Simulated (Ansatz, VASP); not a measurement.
InP3: VASP beside Ansatz

Contents of INCAR:

```
SYSTEM = InP3
PREC = Accurate
ENCUT = 520
EDIFF = 1E-6
ISMEAR = 0
SIGMA = 0.15
LREAL = .FALSE.
LASPH = .TRUE.
NELM = 60
ALGO = Normal
ISIF = 2
LWAVE = .FALSE.
LCHARG = .FALSE.
GGA = PS
NBANDS = 38
```

The input KPOINTS:

```
regular mesh
0
G
  6 6 6
  0 0 0
```

Contents of POSCAR:

```
InP3
1.0
    4.0121857222      2.3164365067      3.4105513325
   -4.0121857222      2.3164365067      3.4105513325
    0.0000000000     -4.6328730135      3.4105513324
In P
2 6
Direct
    0.2732789115      0.2732789115      0.2732789115
    0.7267210885      0.7267210885      0.7267210885
    0.7947108827      0.2411926280      0.7947108827
    0.7947108827      0.7947108827      0.2411926280
    0.2411926280      0.7947108827      0.7947108827
    0.2052891173      0.7588073720      0.2052891173
    0.7588073720      0.2052891173      0.2052891173
    0.2052891173      0.2052891173      0.7588073720
```

Input for Ansatz:

```yaml
crystal:
  lattice:
    - [4.0121857222, 2.3164365067, 3.4105513325]
    - [-4.0121857222, 2.3164365067, 3.4105513325]
    - [0.0, -4.6328730135, 3.4105513324]
  atoms:
    - { symbol: In, position: [0.2732789115, 0.2732789115, 0.2732789115] }
    - { symbol: In, position: [0.7267210885, 0.7267210885, 0.7267210885] }
    - { symbol: P, position: [0.7947108827, 0.241192628, 0.7947108827] }
    - { symbol: P, position: [0.7947108827, 0.7947108827, 0.241192628] }
    - { symbol: P, position: [0.241192628, 0.7947108827, 0.7947108827] }
    - { symbol: P, position: [0.2052891173, 0.758807372, 0.2052891173] }
    - { symbol: P, position: [0.758807372, 0.2052891173, 0.2052891173] }
    - { symbol: P, position: [0.2052891173, 0.2052891173, 0.758807372] }
basis:
  ecutwfc: 420
kpoints:
  mp_grid: { grid: [6, 6, 6] }
hamiltonian:
  xc: pbesol
scf:
  occupations: { method: gaussian, width: 0.15 }
output:
  forces: true
  stress: true
  eigenvalues: true
```

Change from the starting cell: strain +0.080 along x and y, +0.040 along z, atoms carried along.

Alike in both runs: task single point; functional PBEsol; k mesh 6 × 6 × 6; occupations gaussian, width 0.15 eV; no spin polarisation.

```csv
,VASP,Ansatz
version,VASP 6.6.1,Ansatz 0.2.0
potentials or method,"VASP PAW PBE potentials, release 64 (In_d, P), cutoff 520 eV","scalar-relativistic, plane waves, PAW"
valence electrons in the cell,56,56
```

|  | VASP | Ansatz | Ansatz less VASP |
| --- | --- | --- | --- |
| gap on the k mesh at the Fermi level (eV) | none | none | - |
| pressure (GPa) | -11.0 | -11.0 | +0.01 |
| traceless stress, the component that is largest in VASP (GPa) | 3.57 | 3.56 | -0.016 |
| rms of the force components (eV/Å) | 0.603 | 0.596 | -0.0068 |

VASP's potentials were made for PBE, not for PBEsol. Atom by atom the forces differ by 0.007 eV/Å (rms over components). A gap of «none» marks a metal or a gap that the smearing closes.
